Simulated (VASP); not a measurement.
# W3N4 (Pm-3m) in VASP: single point with PBE

Aim: the single point of W3N4 with PBE.

Program: VASP 6.6.1. These are calculated values, not measurements. Logs are shortened: lines on timing, memory, paths and dates and some standing lists are left out, and cuts for length are marked.

## Step 1: The cell of the first run

The structure is cubic, space group Pm-3m (No. 221). The conventional cell has a = 4.217 Å, b = 4.217 Å, c = 4.217 Å, α = 90.00°, β = 90.00°, γ = 90.00°. W (site symmetry 4/mmm) has 6 N at 2.11 Å within 2.8 Å. Within 2.8 Å of N (site symmetry m-3m) lie 6 W at 2.11 Å. Within 2.8 Å of N (site symmetry 4/mmm) lie 4 W at 2.11 Å.

## Step 2: Single point, PBE

INCAR

```
PREC = Accurate
ENCUT = 1330
EDIFF = 1E-6
ISMEAR = -1
SIGMA = 0.05
LREAL = F
LASPH = T
NELM = 120
ALGO = Normal
ISIF = 2
LWAVE = F
LCHARG = T
GGA = PE
LELF = T
LVHAR = T
NBANDS = 40
GGA_COMPAT = F
```

KPOINTS

```
regular mesh
0
Gamma
  6 6 6
```

POSCAR

```
W3N4
1.0
    4.2173899830      0.0000000000      0.0000000000
    0.0000000000      4.2173899830      0.0000000000
    0.0000000000      0.0000000000      4.2173899830
W N
3 4
Direct
    0.5000000000      0.5000000000      0.0000000000
    0.0000000000      0.5000000000      0.5000000000
    0.5000000000      0.0000000000      0.5000000000
    0.5000000000      0.5000000000      0.5000000000
    0.5000000000      0.0000000000      0.0000000000
    0.0000000000      0.5000000000      0.0000000000
    0.0000000000      0.0000000000      0.5000000000
```

Potentials or basis: VASP PAW PBE potentials, release 64 (W_sv, N_h).

Run with:

```sh
$ cat potpaw_PBE.64/W_sv/POTCAR potpaw_PBE.64/N_h/POTCAR > POTCAR
$ mpirun -np 1 vasp_std > vasp.out
```

OUTCAR:

```text
PREC = Accurate
   ENCUT = 1330
   EDIFF = 1E-6
   ISMEAR = -1
   LREAL = F
   LASPH = T
   NELM = 120
   ISIF = 2
   GGA = PE

 ion  position               nearest neighbor table
   1  0.500  0.500  0.000-   4 2.11   5 2.11   6 2.11   4 2.11   5 2.11   6 2.11   3 2.98   3 2.98
                             3 2.98   2 2.98   3 2.98   2 2.98   2 2.98   2 2.98
   2  0.000  0.500  0.500-   4 2.11   6 2.11   7 2.11   6 2.11   7 2.11   4 2.11   3 2.98   3 2.98
                             1 2.98   1 2.98   3 2.98   1 2.98   1 2.98   3 2.98
   3  0.500  0.000  0.500-   4 2.11   5 2.11   7 2.11   5 2.11   4 2.11   7 2.11   2 2.98   1 2.98
                             2 2.98   1 2.98   1 2.98   2 2.98   1 2.98   2 2.98
   4  0.500  0.500  0.500-   1 2.11   2 2.11   3 2.11   1 2.11   3 2.11   2 2.11
   5  0.500  0.000  0.000-   1 2.11   3 2.11   3 2.11   1 2.11
   6  0.000  0.500  0.000-   1 2.11   2 2.11   2 2.11   1 2.11
   7  0.000  0.000  0.500-   2 2.11   3 2.11   2 2.11   3 2.11

  LATTYP: Found a simple cubic cell.
 ALAT       =     4.2173899830

  Lattice vectors:

 A1 = (   4.2173899830,   0.0000000000,   0.0000000000)
 A2 = (   0.0000000000,   4.2173899830,   0.0000000000)
 A3 = (   0.0000000000,   0.0000000000,   4.2173899830)

Analysis of symmetry for initial positions (statically):
=====================================================================
 Subroutine PRICEL returns:
 Original cell was already a primitive cell.

 Routine SETGRP: Setting up the symmetry group for a
 simple cubic supercell.

 Subroutine GETGRP returns: Found 48 space group operations
 (whereof 48 operations were pure point group operations)
 out of a pool of 48 trial point group operations.

The static configuration has the point symmetry O_h .

Analysis of symmetry for dynamics (positions and initial velocities):
=====================================================================
 Subroutine PRICEL returns:
 Original cell was already a primitive cell.

 Routine SETGRP: Setting up the symmetry group for a
 simple cubic supercell.

 Subroutine GETGRP returns: Found 48 space group operations
 (whereof 48 operations were pure point group operations)
 out of a pool of 48 trial point group operations.

The dynamic configuration has the point symmetry O_h .

 Subroutine INISYM returns: Found 48 space group operations
 (whereof 48 operations are pure point group operations),
 and found     1 'primitive' translations

----------------------------------------------------------------------------------------

                                     Primitive cell

  volume of cell :      75.0121

  direct lattice vectors                    reciprocal lattice vectors
     4.217389983  0.000000000  0.000000000     0.237113476  0.000000000  0.000000000
     0.000000000  4.217389983  0.000000000     0.000000000  0.237113476  0.000000000
     0.000000000  0.000000000  4.217389983     0.000000000  0.000000000  0.237113476

  length of vectors
     4.217389983  4.217389983  4.217389983     0.237113476  0.237113476  0.237113476

  position of ions in fractional coordinates (direct lattice)
     0.500000000  0.500000000  0.000000000
     0.000000000  0.500000000  0.500000000
     0.500000000  0.000000000  0.500000000
     0.500000000  0.500000000  0.500000000
     0.500000000  0.000000000  0.000000000
     0.000000000  0.500000000  0.000000000
     0.000000000  0.000000000  0.500000000

  ion indices of the primitive-cell ions
   primitive index   ion index
                 1           1
                 2           2
                 3           3
                 4           4
                 5           5
                 6           6
                 7           7

----------------------------------------------------------------------------------------

 KPOINTS: regular mesh

Automatic generation of k-mesh.
 Grid dimensions read from file:
 generate k-points for:    6    6    6

 Generating k-lattice:

  Cartesian coordinates                     Fractional coordinates (reciprocal lattice)
     0.039518913  0.000000000  0.000000000     0.166666667  0.000000000  0.000000000
     0.000000000  0.039518913  0.000000000     0.000000000  0.166666667  0.000000000
     0.000000000  0.000000000  0.039518913     0.000000000  0.000000000  0.166666667

  Length of vectors
     0.039518913  0.039518913  0.039518913

  Shift w.r.t. Gamma in fractional coordinates (k-lattice)
     0.000000000  0.000000000  0.000000000

 Subroutine IBZKPT returns following result:
 ===========================================

 Found     20 irreducible k-points:

 Following reciprocal coordinates:
            Coordinates               Weight
  0.000000  0.000000  0.000000      1.000000
  0.166667  0.000000  0.000000      6.000000
  0.333333  0.000000  0.000000      6.000000
  0.500000  0.000000  0.000000      3.000000
  0.166667  0.166667  0.000000     12.000000
  0.333333  0.166667  0.000000     24.000000
[... 12 lines left out ...]
  0.500000  0.500000  0.333333      6.000000
  0.500000  0.500000  0.500000      1.000000
   k-points           NKPTS =     20   k-points in BZ     NKDIM =     20   number of bands    NBANDS=     40
   number of dos      NEDOS =    301   number of ions     NIONS =      7
   total plane-waves  NPLWV = 125000
   dimension x,y,z NGX =    50 NGY =   50 NGZ =   50
   dimension x,y,z NGXF=   100 NGYF=  100 NGZF=  100
   ions per type =               3   4
   NGX,Y,Z   is equivalent  to a cutoff of  19.71, 19.71, 19.71 a.u.
   NGXF,Y,Z  is equivalent  to a cutoff of  39.42, 39.42, 39.42 a.u.
 SYSTEM =  unknown system
   PREC   = accura    normal or accurate (medium, high low for compatibility)
   ISTART =      0    job   : 0-new  1-cont  2-samecut
   ICHARG =      2    charge: 1-file 2-atom 10-const
   ISPIN  =      1    spin polarized calculation?
   LNONCOLLINEAR =      F non collinear calculations
   LSORBIT =      F    spin-orbit coupling
   LASPH  =      T    aspherical Exc in radial PAW
   ENCUT  = 1330.0 eV  97.75 Ry    9.89 a.u.  12.54 12.54 12.54*2*pi/ulx,y,z
   NELM   =    120;   NELMIN=  2; NELMDL= -5     # of ELM steps
   EDIFF  = 0.1E-05   stopping-criterion for ELM
   LREAL  =      F    real-space projection
   EDIFFG = 0.1E-04   stopping-criterion for IOM
   NSW    =      0    number of steps for IOM
   IBRION =     -1    ionic relax: 0-MD 1-quasi-New 2-CG
   NFREE  =      0    steps in history (QN), initial steepest desc. (CG)
   ISIF   =      2    stress and relaxation
   ISYM   =      2    0-nonsym 1-usesym 2-fastsym
   POTIM  = 0.5000    time-step for ionic-motion
   TEBEG  =    0.0;   TEEND  =   0.0 temperature during run
   PSTRESS=    0.0 pullay stress
   NELECT =      62.0000    total number of electrons
   NUPDOWN=      -1.0000    fix difference up-down
   EMIN   =  10.00;   EMAX   =-10.00  energy-range for DOS
   EFERMI =   0.00;   METHOD = LEGACY
   ISMEAR =    -1;   SIGMA  =   0.05  broadening in eV -4-tet -1-fermi 0-gaus
   EFERMI_NEDOS =   21; number of points for ismear=-14 and -15
   IALGO  =     38    algorithm
   IMIX   =      4    mixing-type and parameters
     AMIX     =   0.40;   BMIX     =  1.00
     AMIX_MAG =   1.60;   BMIX_MAG =  1.00
  volume/ion in A,a.u.               =      10.72        72.32
  Fermi-wavevector in a.u.,A,eV,Ry     =   1.536367  2.903313 32.115511  2.360424
  Thomas-Fermi vector in A             =   2.643026
   LORBIT       =      0    0 simple, 1 ext, 2 COOP (PROOUT), +10 PAW based schemes
   GGA     = PE    functional components
   LHFCALC =     F    Hartree Fock is set to
   AEXX    =    0.0000 exact exchange contribution
   IVDW    =     0    specifies the selected vdW correction
   LEPSILON=     F    determine dielectric tensor
   LRPA    =     F    only Hartree local field effects (RPA)
 non-spin polarized calculation
  energy-cutoff  :     1330.00
  volume of cell :       75.01
 maximum number of plane-waves:      8330
   NGX = 25   NGY = 25   NGZ = 25

 number of electron      62.0000001 magnetization

 Free energy of the ion-electron system (eV)
  ---------------------------------------------------
  ext. energy  EPLUGINS =         0.00000000
  ---------------------------------------------------
  free energy    TOTEN  =       -72.54553802 eV

  energy without entropy =      -72.48856656  energy(sigma->0) =      -72.51705229

 E-fermi :  10.9655     XC(G=0): -13.0082

 val. band max:       10.9421138961   @ k =   0.5000   0.1667   0.0000
 cond. band min:      10.9735924068   @ k =   0.5000   0.1667   0.1667
 fundamental gap:      0.0314785106
 Fermi energy:        10.9655076409

 k-point     1 :       0.0000    0.0000    0.0000
  band No.  band energies     occupation
      1     -64.8381      2.00000
      2     -64.7744      2.00000
      3     -64.7744      2.00000
      4     -29.4280      2.00000
      5     -29.4280      2.00000
      6     -29.4280      2.00000
[... 32 lines left out ...]
     39      13.5515      0.00000
     40      13.5515      0.00000

 k-point     2 :       0.1667    0.0000    0.0000
  band No.  band energies     occupation
      1     -64.8344      2.00000
      2     -64.7782      2.00000
      3     -64.7744      2.00000
      4     -29.4105      2.00000
      5     -29.4105      2.00000
      6     -29.4008      2.00000
[... 32 lines left out ...]
     39      13.3576      0.00000
     40      13.5534      0.00000

 k-point     3 :       0.3333    0.0000    0.0000
  band No.  band energies     occupation
      1     -64.8247      2.00000
      2     -64.7879      2.00000
      3     -64.7744      2.00000
      4     -29.3712      2.00000
      5     -29.3712      2.00000
      6     -29.3291      2.00000
[... 681 lines left out ...]
  band No.  band energies     occupation
      1     -64.7955      2.00000
      2     -64.7955      2.00000
      3     -64.7955      2.00000
      4     -29.7606      2.00000
      5     -29.2546      2.00000
      6     -29.2187      2.00000
[... 32 lines left out ...]
     39      17.1822      0.00000
     40      17.1822      0.00000

 k-point    20 :       0.5000    0.5000    0.5000
  band No.  band energies     occupation
      1     -64.7955      2.00000
      2     -64.7955      2.00000
      3     -64.7955      2.00000
      4     -29.8077      2.00000
      5     -29.2543      2.00000
      6     -29.2543      2.00000
[... 32 lines left out ...]
     39      16.8120      0.00000
     40      16.8120      0.00000

------------------------ aborting loop because EDIFF is reached ----------------------------------------

  FORCE on cell =-STRESS in cart. coord.  units (eV):
  Direction    XX          YY          ZZ          XY          YZ          ZX
  --------------------------------------------------------------------------------------
  -------------------------------------------------------------------------------------
  Total        0.6165313      0.6165313      0.6165313      0.0000000     -0.0000000      0.0000000
  in kB       13.1684422     13.1684422     13.1684422      0.0000000     -0.0000000      0.0000000
  external PRESSURE =      13.1684422 kB  Pullay stress =       0.0000000 kB

 VOLUME and BASIS-vectors are now :
 -----------------------------------------------------------------------------
  energy-cutoff  :     1330.00
  volume of cell :       75.01
      direct lattice vectors                 reciprocal lattice vectors
     4.217389983  0.000000000  0.000000000     0.237113476  0.000000000  0.000000000
     0.000000000  4.217389983  0.000000000     0.000000000  0.237113476  0.000000000
     0.000000000  0.000000000  4.217389983     0.000000000  0.000000000  0.237113476

 POSITION                                       TOTAL-FORCE (eV/Angst)
 -----------------------------------------------------------------------------------
      2.10869      2.10869      0.00000         0.000000      0.000000      0.000000
      0.00000      2.10869      2.10869         0.000000      0.000000      0.000000
      2.10869      0.00000      2.10869         0.000000      0.000000      0.000000
      2.10869      2.10869      2.10869         0.000000      0.000000      0.000000
      2.10869      0.00000      0.00000         0.000000      0.000000      0.000000
      0.00000      2.10869      0.00000         0.000000      0.000000      0.000000
      0.00000      0.00000      2.10869         0.000000      0.000000      0.000000
 -----------------------------------------------------------------------------------
    total drift:                                0.000000      0.000000      0.000000

  FREE ENERGIE OF THE ION-ELECTRON SYSTEM (eV)
  ---------------------------------------------------
  free  energy   TOTEN  =       -72.5455380172 eV

  energy  without entropy=      -72.4885665570  energy(sigma->0) =      -72.51705229
```

It took 2.4 min on 1 thread of Intel Xeon 6975P-C (Granite Rapids), shared host; peak memory 0.47 GiB.

What came out:

```yaml
Free_energy: -72.5455 eV
Pressure: 1.3 GPa
Band_gap_on_the_k_mesh: zero (bands 31 and 32 overlap by 2.46 eV)
```

Caveat: spin-orbit coupling is left out, which moves the levels of the heavy elements.

The gap in the log of VASP goes by the Fermi energy; the results here count the filled bands.